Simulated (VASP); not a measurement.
Here is a VASP 6.6.1 calculation.

Contents of POSCAR:

```
Mo
1.0
   -1.5838089700      1.5838089700      1.5838089700
    1.5838089700     -1.5838089700      1.5838089700
    1.5838089700      1.5838089700     -1.5838089700
Mo
1
Direct
    0.0000000000      0.0000000000      0.0000000000
```

INCAR.step1

```
ALGO     = Normal         # electronic algorithm
EDIFF    = 1E-4           # SCF threshold, eV
ENCUT    = 600            # plane-wave cutoff, eV
GGA      = PE             # functional
ISMEAR   = 0              # smearing method
LASPH    = T              # aspherical terms in the spheres
LCHARG   = F              # write CHGCAR
LREAL    = F              # projectors in reciprocal space
LWAVE    = T              # write WAVECAR
NELM     = 100            # most SCF steps
PREC     = Accurate       # precision mode
SIGMA    = 0.1            # smearing width, eV
```

INCAR.step2

```
ALGO     = Normal         # electronic algorithm
EDIFF    = 1E-7           # SCF threshold, eV
EDIFFG   = -0.005         # ionic threshold
ENCUT    = 600            # plane-wave cutoff, eV
IBRION   = 2              # ionic algorithm
ISIF     = 3              # what is computed and relaxed
ISMEAR   = 0              # smearing method
ISTART   = 1            
LASPH    = T              # aspherical terms in the spheres
LCHARG   = F              # write CHGCAR
LMIXTAU  = T            
LREAL    = F              # projectors in reciprocal space
LWAVE    = F              # write WAVECAR
METAGGA  = R2SCAN         # meta-GGA
NELM     = 100            # most SCF steps
NSW      = 100            # ionic steps
PREC     = Accurate       # precision mode
SIGMA    = 0.1            # smearing width, eV
```

KPOINTS

```
k-points
0
Gamma
  18 18 18
```

Potentials or basis: VASP PAW PBE potentials, release 64 (Mo_sv).

The run is started by

```sh
$ cat potpaw_PBE.64/Mo_sv/POTCAR > POTCAR
$ cp INCAR.step1 INCAR
$ mpirun -np 1 vasp_std > vasp.out
$ cp INCAR.step2 INCAR
$ mpirun -np 1 vasp_std > vasp.out
```

Task: Estimate the band gap on the k mesh.

Result: Zero (band 7 reaches 16.60 eV, above the bottom of band 8 at 11.06 eV).

Task: Predict the relaxed volume.

Result: 15.70 Å³/atom.

Task: Estimate the relaxed cell.

Result: a = 2.732 Å, b = 2.732 Å, c = 2.732 Å, α = 109.47°, β = 109.47°, γ = 109.47°.

Task: Estimate the space group after relaxing (to 0.05 Å).

Result: Im-3m (No. 229).

Final structure:
```
Mo
1.0
    -1.57739    1.57739    1.57739
     1.57739   -1.57739    1.57739
     1.57739    1.57739   -1.57739
Mo
1
Direct
  0.00000 0.00000 0.00000
```

Caveat: the PAW data sets were made with another functional, which shifts forces and pressure a little.
